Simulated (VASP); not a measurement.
Write the native input for VASP 6.6.1 that does the following.

* Task: single point
* Functional: PBE
* Potentials or basis: VASP PAW PBE potentials, release 64 (Mo_sv)
* Cutoff: 520 eV
* k mesh: 22 × 22 × 22
* Occupations: gaussian, width 0.15 eV
* Spin: no spin polarisation
* Dipole correction: no
* Further INCAR settings: ALGO = Fast; EDIFF = 1e-07; NBANDS = 13

The structure of Mo lies in POSCAR:

```
Mo
1.0
    0.0000000000      2.0426061702      1.9609019234
    2.0426061702      0.0000000000      1.9609019234
    2.0426061702      2.0426061702      0.0000000000
Mo
1
Direct
    0.0000000000      0.0000000000      0.0000000000
```

This cell differs from its parent crystal: ratio of the length along z to the lengths across it x 0.96, volume and fractional coordinates fixed.

The input as run:

INCAR

```
SYSTEM = Mo
ALGO = Fast ; EDIFF = 1E-7
ENCUT = 520 ; GGA = PE
ISIF = 2 ; ISMEAR = 0
LASPH = .True. ; LCHARG = .True.
LELF = .True. ; LREAL = .False.
LVHAR = .True. ; LWAVE = .False.
NBANDS = 13 ; NELM = 100
PREC = Accurate ; SIGMA = 0.15
```

KPOINTS

```
k-points
0
Gamma
  22 22 22
  0 0 0
```

Potentials or basis: VASP PAW PBE potentials, release 64 (Mo_sv).

Command:

```bash
$ cat potpaw_PBE.64/Mo_sv/POTCAR > POTCAR
$ mpirun -np 1 vasp_std > vasp.out
```

It gave:

| Item | Value |
| --- | --- |
| Pressure | -4.3 GPa |
| Band gap on the k mesh | zero (bands 7 and 8 overlap by 4.41 eV) |

Caveat: the stress differs along the axes, from -10 to -1 GPa.

Run time: 3 min on 1 thread of Intel Xeon 8259CL, with other jobs on the host, peak memory 0.28 GiB.
